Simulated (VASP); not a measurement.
Li2H7, 9 atoms in the cell. Symmetry: C2/m, No. 12, monoclinic system. The conventional cell has a = 4.696 Å, b = 5.082 Å, c = 5.604 Å, α = 90.00°, β = 106.55°, γ = 90.00°. Li (site symmetry m) has 9 H at 1.80 to 2.35 Å and 1 Li at 2.35 Å within 2.4 Å. Within 2.4 Å of H (site symmetry -1) lie 4 H at 1.73 to 2.35 Å and 4 Li at 1.80 to 2.35 Å. H (site symmetry 1) has 1 H at 0.81 Å within 1.1 Å. Within 2.3 Å of H (site symmetry 2/m) lie 4 H at 1.73 Å and 2 Li at 2.15 Å. The cell was generated, and may not be a known phase.

```yaml
Program: VASP 6.6.1
Task: single point
Functional: PBE
Potentials_or_basis: VASP PAW PBE potentials, release 64 (Li_sv, H)
Cutoff: 520 eV
k_mesh: 12 × 12 × 8
Occupations: gaussian, width 0.1 eV
Spin: no spin polarisation
Dipole_correction: no
Further_INCAR_settings: ALGO = Normal; EDIFF = 1e-06; NBANDS = 16
```

Potentials or basis: VASP PAW PBE potentials, release 64 (Li_sv, H).

Run with:

```console
$ cat potpaw_PBE.64/Li_sv/POTCAR potpaw_PBE.64/H/POTCAR > POTCAR
$ mpirun -np 1 vasp_std > vasp.out
```

Hardware: 1 thread of AMD EPYC 9R45 96-Core Processor (Zen 5), with other jobs on the host.

Question: Estimate the wall time of this run.

Answer: Wall time 2.2 min on 1 thread of AMD EPYC 9R45 96-Core Processor (Zen 5) (shared host), peak memory 0.32 GiB. Counts: scf iterations 12, k points 320.
